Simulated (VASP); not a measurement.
# C35N (a cell with a defect) (Graphite 2H) in VASP: notebook, part 2 of 2

VASP 6.6.1. Earlier steps stand in the parts before.

## (3) Electric field gradients, PBE

Input file INCAR:

```
ALGO = Normal ; EDIFF = 1E-8
ENCUT = 520 ; GGA = PE
ISIF = 2 ; ISMEAR = -1
LASPH = True ; LCHARG = False
LEFG = True ; LREAL = Auto
LWAVE = False ; NBANDS = 96
NELECT = 144.0 ; NELM = 80
PREC = Accurate ; SIGMA = 0.01
```

Input file KPOINTS:

```
k-points
0
Gamma
  3 3 3
```

Input file POSCAR:

```
C35N
1.0
    7.4100000000      0.0000000000      0.0000000000
   -3.7050000000      6.4172482419      0.0000000000
    0.0000000000      0.0000000000      6.7900000000
N C
1 35
Direct
    0.0000000000      0.0000000000      0.0000000000
    0.0000000000      0.3333333333      0.0000000000
    0.0000000000      0.6666666667      0.0000000000
    0.3333333333      0.0000000000      0.0000000000
    0.3333333333      0.3333333333      0.0000000000
    0.3333333333      0.6666666667      0.0000000000
    0.6666666667      0.0000000000      0.0000000000
    0.6666666667      0.3333333333      0.0000000000
    0.6666666667      0.6666666667      0.0000000000
    0.0000000000      0.0000000000      0.5000000000
    0.0000000000      0.3333333333      0.5000000000
    0.0000000000      0.6666666667      0.5000000000
    0.3333333333      0.0000000000      0.5000000000
    0.3333333333      0.3333333333      0.5000000000
    0.3333333333      0.6666666667      0.5000000000
    0.6666666667      0.0000000000      0.5000000000
    0.6666666667      0.3333333333      0.5000000000
    0.6666666667      0.6666666667      0.5000000000
    0.1111111111      0.2222222222      0.0050000000
    0.1111111111      0.5555555556      0.0050000000
    0.1111111111      0.8888888889      0.0050000000
    0.4444444444      0.2222222222      0.0050000000
    0.4444444444      0.5555555556      0.0050000000
    0.4444444444      0.8888888889      0.0050000000
    0.7777777778      0.2222222222      0.0050000000
    0.7777777778      0.5555555556      0.0050000000
    0.7777777778      0.8888888889      0.0050000000
    0.2222222222      0.1111111111      0.5050000000
    0.2222222222      0.4444444444      0.5050000000
    0.2222222222      0.7777777778      0.5050000000
    0.5555555556      0.1111111111      0.5050000000
    0.5555555556      0.4444444444      0.5050000000
    0.5555555556      0.7777777778      0.5050000000
    0.8888888889      0.1111111111      0.5050000000
    0.8888888889      0.4444444444      0.5050000000
    0.8888888889      0.7777777778      0.5050000000
```

Potentials or basis: VASP PAW PBE potentials, release 64 (N, C).

Launch:

```console
cat potpaw_PBE.64/N/POTCAR potpaw_PBE.64/C/POTCAR > POTCAR
mpirun -np 1 vasp_std > vasp.out
```

OUTCAR:

```text
EDIFF = 1E-8
   ENCUT = 520
   GGA = PE
   ISIF = 2
   ISMEAR = -1
   LASPH = True
   LREAL = Auto
   NELECT = 144.0
   NELM = 80
   PREC = Accurate

 ion  position               nearest neighbor table
   1  0.000  0.000  0.000-  19 1.43  21 1.43  27 1.43
   2  0.000  0.333  0.000-  19 1.43  25 1.43  20 1.43
   3  0.000  0.667  0.000-  21 1.43  20 1.43  26 1.43
   4  0.333  0.000  0.000-  22 1.43  21 1.43  24 1.43
   5  0.333  0.333  0.000-  19 1.43  22 1.43  23 1.43
   6  0.333  0.667  0.000-  24 1.43  20 1.43  23 1.43
[... 28 lines left out ...]
  35  0.889  0.444  0.505-  17 1.43  11 1.43  12 1.43
  36  0.889  0.778  0.505-  10 1.43  12 1.43  18 1.43

  LATTYP: Found a hexagonal cell.
 ALAT       =     7.4100000000
 C/A-ratio  =     0.9163292848

  Lattice vectors:

 A1 = (   7.4100000000,   0.0000000000,   0.0000000000)
 A2 = (  -3.7050000000,   6.4172482419,   0.0000000000)
 A3 = (   0.0000000000,   0.0000000000,   6.7900000000)

Analysis of symmetry for initial positions (statically):
=====================================================================
[... 900 lines left out ...]
  ---------------------------------------------------
  free  energy   TOTEN  =      -334.5734486512 eV

  energy  without entropy=     -334.5734486504  energy(sigma->0) =     -334.57344865

 Electric field gradients (V/A^2)
---------------------------------------------------------------------
 ion       V_xx      V_yy      V_zz      V_xy      V_xz      V_yz
---------------------------------------------------------------------
   1      19.998    19.996   -39.993    -0.002     0.000    -0.000
   2     -12.366   -15.596    27.962    -3.110     0.168    -0.179
   3     -17.481   -10.481    27.962    -0.157    -0.071     0.235
   4     -12.095   -15.867    27.962     2.953    -0.239    -0.056
   5     -12.365   -15.596    27.961     3.109    -0.168    -0.179
   6     -16.255   -16.255    32.510    -0.000     0.000    -0.000
[... 28 lines left out ...]
  35     -16.515   -16.569    33.083     0.047     0.004     0.002
  36     -16.675   -16.332    33.006    -0.000    -0.000    -0.029
---------------------------------------------------------------------

 Electric field gradients after diagonalization (V/A^2)
 (convention: |V_zz| > |V_xx| > |V_yy|)
----------------------------------------------------------------------
 ion       V_xx      V_yy      V_zz     asymmetry (V_yy - V_xx)/ V_zz
----------------------------------------------------------------------
   1      19.999    19.995   -39.993       0.000
   2     -17.485   -10.478    27.963       0.251
   3     -17.484   -10.479    27.963       0.251
   4     -17.484   -10.479    27.963       0.251
   5     -17.484   -10.479    27.963       0.251
   6     -16.255   -16.255    32.510       0.000
[... 28 lines left out ...]
  35     -16.596   -16.488    33.083       0.003
  36     -16.675   -16.332    33.006       0.010
----------------------------------------------------------------------

           NMR quadrupolar parameters

 Cq : quadrupolar parameter    Cq=e*Q*V_zz/h
 eta: asymmetry parameters     (V_yy - V_xx)/ V_zz
 Q  : nuclear electric quadrupole moment in mb (millibarn)
----------------------------------------------------------------------
 ion       Cq(MHz)       eta       Q (mb)
----------------------------------------------------------------------
   1      -0.097       0.000       1.000
   2       0.068       0.251       1.000
   3       0.068       0.251       1.000
   4       0.068       0.251       1.000
   5       0.068       0.251       1.000
   6       0.079       0.000       1.000
[... 28 lines left out ...]
  35       0.080       0.003       1.000
  36       0.080       0.010       1.000
----------------------------------------------------------------------
```

OSZICAR:

```text
N       E                     dE             d eps       ncg     rms          rms(c)
DAV:   1     0.605261985381E+03    0.60526E+03   -0.73176E+04  1344   0.140E+03
DAV:   2    -0.296407964627E+03   -0.90167E+03   -0.85254E+03  1672   0.297E+02
DAV:   3    -0.352487235415E+03   -0.56079E+02   -0.55323E+02  1584   0.734E+01
DAV:   4    -0.353693545256E+03   -0.12063E+01   -0.12018E+01  1744   0.114E+01
DAV:   5    -0.353730536544E+03   -0.36991E-01   -0.36964E-01  1712   0.185E+00    0.263E+01
DAV:   6    -0.339167074333E+03    0.14563E+02   -0.14527E+01  1528   0.119E+01    0.154E+01
DAV:   7    -0.334513798443E+03    0.46533E+01   -0.16329E+01  1520   0.107E+01    0.480E+00
DAV:   8    -0.334559369681E+03   -0.45571E-01   -0.36495E-01  1696   0.188E+00    0.217E+00
DAV:   9    -0.334571847111E+03   -0.12477E-01   -0.49217E-02  1592   0.722E-01    0.258E-01
DAV:  10    -0.334572686366E+03   -0.83925E-03   -0.33816E-03  1632   0.231E-01    0.983E-02
DAV:  11    -0.334573200076E+03   -0.51371E-03   -0.84538E-04  1528   0.102E-01    0.562E-02
DAV:  12    -0.334573412974E+03   -0.21290E-03   -0.16623E-04  1520   0.426E-02    0.179E-02
DAV:  13    -0.334573447226E+03   -0.34252E-04   -0.36014E-05  1544   0.228E-02    0.507E-03
DAV:  14    -0.334573448676E+03   -0.14492E-05   -0.32653E-06  1592   0.578E-03    0.249E-03
DAV:  15    -0.334573448694E+03   -0.18625E-07   -0.69312E-07  1584   0.292E-03    0.770E-04
DAV:  16    -0.334573448660E+03    0.34526E-07   -0.70713E-08  1536   0.111E-03    0.411E-04
DAV:  17    -0.334573448651E+03    0.84638E-08   -0.11428E-08  1088   0.358E-04
   1 F= -.33457345E+03 E0= -.33457345E+03  d E =-.730255E-09
```

stdout:

```text
POSCAR found type information on POSCAR N C
 POSCAR found :  2 types and      36 ions
 scaLAPACK will be used
 LDA part: xc-table for (Slater+PW92), standard interpolation
 POSCAR, INCAR and KPOINTS ok, starting setup
 FFT: planning ... GRIDC
 FFT: planning ... GRID_SOFT
 FFT: planning ... GRID
 WAVECAR not read
 entering main loop
 the old and the new charge density differ
 old charge density:   145.00000 new  144.00000
    0.263E+01
ion   1

ion   2
     0.0000266     1.7624304     0.0983579   -18.5632366    -0.0818793    -0.6986554
     0.0000367     1.7624303     0.0983579   -18.5632365    -0.0818793    -0.6986554
     0.0000505     1.7624303     0.0983579   -18.5632364    -0.0818793    -0.6986554
     0.0000695     1.7624303     0.0983579   -18.5632362    -0.0818793    -0.6986554

     0.0000266     3.0768033     0.1669500   -27.3324601    -0.1389154    -1.1786209
     0.0000367     3.0768031     0.1669500   -27.3324588    -0.1389154    -1.1786209
     0.0000505     3.0768028     0.1669500   -27.3324565    -0.1389154    -1.1786207
     0.0000695     3.0768022     0.1669499   -27.3324527    -0.1389154    -1.1786205
[... 108 lines left out ...]
ion  16
     0.0000266    -0.0333322     0.0007460   -20.8309826    -0.0033261    -0.0224318
     0.0000367    -0.0333322     0.0007460   -20.8309826    -0.0033261    -0.0224318
     0.0000505    -0.0333322     0.0007460   -20.8309825    -0.0033261    -0.0224318
     0.0000695    -0.0333322     0.0007460   -20.8309822    -0.0033261    -0.0224318

     0.0000266    -0.0573676     0.0012951   -31.2334928    -0.0054436    -0.0392943
     0.0000367    -0.0573676     0.0012951   -31.2334912    -0.0054436    -0.0392943
     0.0000505    -0.0573676     0.0012951   -31.2334886    -0.0054436    -0.0392943
     0.000
```

Wall time 13 min (1 thread of Oxide Virtual Turin-like, shared host); peak memory 0.4 GiB.

What came out:

- Free energy: -334.5734 eV
- Largest force: 0.750 eV/Å

Forces on the atoms (eV/Å):
```
N    0.000  0.000  0.495
C   -0.099 -0.454  0.546
C   -0.442  0.141  0.546
C   -0.344  0.312  0.546
C    0.099 -0.454  0.546
C    0.000  0.000  0.565
C    0.344  0.312  0.546
C    0.000  0.000  0.564
C    0.442  0.141  0.546
C    0.000  0.000  0.574
C    0.007  0.020  0.573
C    0.020 -0.004  0.573
C    0.014 -0.016  0.573
C   -0.007  0.020  0.573
C    0.000  0.000  0.574
C   -0.014 -0.016  0.573
C    0.000  0.000  0.574
C   -0.020 -0.004  0.573
C    0.000 -0.533 -0.528
C    0.320  0.185 -0.545
C   -0.462  0.266 -0.528
C    0.034  0.019 -0.562
C   -0.320  0.185 -0.545
C    0.000 -0.370 -0.545
C   -0.034  0.019 -0.562
C    0.000 -0.039 -0.562
C    0.462  0.266 -0.528
C    0.019  0.011 -0.575
C    0.000 -0.004 -0.573
C   -0.004  0.002 -0.573
C    0.000 -0.014 -0.569
C   -0.012  0.007 -0.569
C    0.004  0.002 -0.573
C   -0.019  0.011 -0.575
C    0.012  0.007 -0.569
C    0.000 -0.021 -0.575
```

Electric field gradients, principal values (V/Å²):
```tsv
atom	least	middle	greatest (by size)
1 N	19.995	19.999	-39.993
2 C	-10.478	-17.485	27.963
3 C	-10.479	-17.484	27.963
4 C	-10.479	-17.484	27.963
5 C	-10.479	-17.484	27.963
6 C	-16.255	-16.255	32.510
7 C	-10.478	-17.485	27.963
8 C	-14.560	-14.560	29.120
9 C	-10.479	-17.484	27.963
10 C	-16.656	-16.659	33.314
11 C	-16.390	-16.549	32.939
12 C	-16.389	-16.550	32.939
13 C	-16.389	-16.550	32.939
14 C	-16.389	-16.549	32.938
15 C	-16.978	-16.978	33.955
16 C	-16.390	-16.549	32.939
17 C	-17.066	-17.066	34.132
18 C	-16.389	-16.549	32.938
19 C	13.775	17.556	-31.331
20 C	-11.723	-15.065	26.788
21 C	13.775	17.556	-31.331
22 C	-15.642	-16.799	32.441
23 C	-11.724	-15.064	26.788
24 C	-11.723	-15.065	26.788
25 C	-15.644	-16.797	32.442
26 C	-15.642	-16.799	32.441
27 C	13.775	17.556	-31.331
28 C	-16.332	-16.675	33.006
29 C	-16.556	-16.624	33.180
30 C	-16.554	-16.626	33.180
31 C	-16.488	-16.596	33.083
32 C	-16.487	-16.597	33.084
33 C	-16.556	-16.624	33.180
34 C	-16.331	-16.674	33.006
35 C	-16.488	-16.596	33.083
36 C	-16.332	-16.675	33.006
```

Caveat: the cell carries a net charge on a neutralising background, which shifts energy and pressure; without QUAD_EFG the Cq values of the log hold for a quadrupole moment of 1 mb, not for the nuclei.
